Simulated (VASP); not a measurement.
Write the native input for VASP 6.6.1 that does the following.

```yaml
Task: single point
Functional: PBE
Potentials_or_basis: VASP PAW PBE potentials, release 64 (Ta_pv, N)
Cutoff: 600 eV
k_mesh: 10 × 10 × 9
Occupations: fermi-dirac, width 0.05 eV
Spin: no spin polarisation
Dipole_correction: no
Further_INCAR_settings: ALGO = Normal; EDIFF = 1e-06; NBANDS = 15
```

The structure of TaN lies in POSCAR:

```
TaN
1.0
    2.8780250747      0.0000000000      0.0000000000
   -1.4390125325      2.4924428298      0.0000000000
    0.0000000000      0.0000000000      2.8241489163
Ta N
1 1
Direct
    0.3333333333      0.6666666667      0.5000000000
    0.0000000000      0.0000000000      0.0000000000
```

The input as run:

INCAR

```
SYSTEM = TaN
ALGO     = Normal         ! electronic algorithm
EDIFF    = 1E-6           ! SCF threshold, eV
ENCUT    = 600            ! plane-wave cutoff, eV
GGA      = PE             ! functional
GGA_COMPAT= .FALSE.      
ISIF     = 2              ! what is computed and relaxed
ISMEAR   = -1             ! smearing method
LASPH    = .TRUE.         ! aspherical terms in the spheres
LCHARG   = .FALSE.        ! write CHGCAR
LREAL    = .FALSE.        ! projectors in reciprocal space
LWAVE    = .FALSE.        ! write WAVECAR
NBANDS   = 15             ! bands
NELM     = 120            ! most SCF steps
PREC     = Accurate       ! precision mode
SIGMA    = 0.05           ! smearing width, eV
```

KPOINTS

```
k-points
0
G
  10 10 9
  0 0 0
```

Potentials or basis: VASP PAW PBE potentials, release 64 (Ta_pv, N).

Launch:

```console
$ cat potpaw_PBE.64/Ta_pv/POTCAR potpaw_PBE.64/N/POTCAR > POTCAR
$ mpirun -np 1 vasp_std > vasp.out
```

Results of the run:

The pressure is 30.9 GPa and the band gap on the k mesh is zero (band 8 reaches 9.15 eV, above the bottom of band 9 at 8.84 eV).

Caveat: spin-orbit coupling is left out, which moves the levels of the heavy elements.

Run time: 13 s on 1 thread of AMD EPYC 9R45 96-Core Processor (Zen 5) (shared host), peak memory 0.13 GiB.
